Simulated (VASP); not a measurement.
Al3Cu2, 5 atoms in the cell. It takes space group P-3m1 (No. 164, trigonal). The conventional cell has a = 4.017 Å, b = 4.017 Å, c = 4.882 Å, α = 90.00°, β = 90.00°, γ = 120.00°. Within 3.2 Å of Al (site symmetry -3m) lie 6 Cu at 2.44 Å and 6 Al at 2.89 Å. Al (site symmetry 3m) has 5 Cu at 2.40 to 2.51 Å and 6 Al at 2.73 to 2.89 Å within 3.2 Å. Within 3.2 Å of Cu (site symmetry 3m) lie 8 Al at 2.40 to 2.51 Å and 3 Cu at 2.78 Å.  This cell differs from its parent crystal: equal strain along all axes, cell held: -2.0 %, then relaxed in part.

| Item | Value |
| --- | --- |
| Program | VASP 6.6.1 |
| Task | single point |
| Functional | PBEsol |
| Potentials or basis | VASP PAW PBE potentials, release 64 (Al, Cu) |
| Cutoff | 520 eV |
| k mesh | 12 × 12 × 8 |
| Occupations | gaussian, width 0.1 eV |
| Spin | no spin polarisation |
| Dipole correction | no |
| Further INCAR settings | ALGO = Fast; EDIFF = 1e-07; NBANDS = 24 |

Potentials or basis: VASP PAW PBE potentials, release 64 (Al, Cu).

The run is started by

```sh
$ cat potpaw_PBE.64/Al/POTCAR potpaw_PBE.64/Cu/POTCAR > POTCAR
$ mpirun -np 1 vasp_std > vasp.out
```

Hardware: 1 thread of Intel(R) Xeon(R) Platinum 8375C CPU @ 2.90GHz (Ice Lake), on a shared host.

**Question.** Estimate the wall time of this run.

**Answer.** It took 5 min on 1 thread of Intel(R) Xeon(R) Platinum 8375C CPU @ 2.90GHz (Ice Lake) (shared host), peak memory 0.3 GiB. Counts: scf iterations 29, k points 131.
